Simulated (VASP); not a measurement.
A run of VASP 6.6.1 is set up as follows.

The input INCAR:

```
ALGO = Normal ; EDIFF = 1E-7
ENCUT = 520 ; ISIF = 2
ISMEAR = 1 ; ISPIN = 2
LASPH = True ; LCHARG = False
LMAXMIX = 4 ; LORBIT = 11
LREAL = False ; LWAVE = False
MAGMOM = 0.607 ; NBANDS = 15
NELM = 150 ; PREC = Accurate
SIGMA = 0.6
```

Contents of KPOINTS:

```
k-points
0
Gamma
  16 16 16
```

File POSCAR:

```
Ni
1.0
    0.0000000000      1.7124646296      1.7124646296
    1.7124646296      0.0000000000      1.7124646296
    1.7124646296      1.7124646296      0.0000000000
Ni
1
Direct
    0.0000000000      0.0000000000      0.0000000000
```

Potentials or basis: VASP PAW LDA potentials, release 64 (Ni).

Launch:

```bash
$ cat potpaw_LDA.64/Ni/POTCAR > POTCAR
$ mpirun -np 1 vasp_std > vasp.out
```

Problem. Estimate the net moment.

Solution. 0.54 μB per cell.

Problem. Estimate the site moments.

Solution. Ni +0.54 μB.

Problem. Estimate the pressure.

Solution. -0.5 GPa.

Caveat: so wide a smearing shifts energies and pressures.
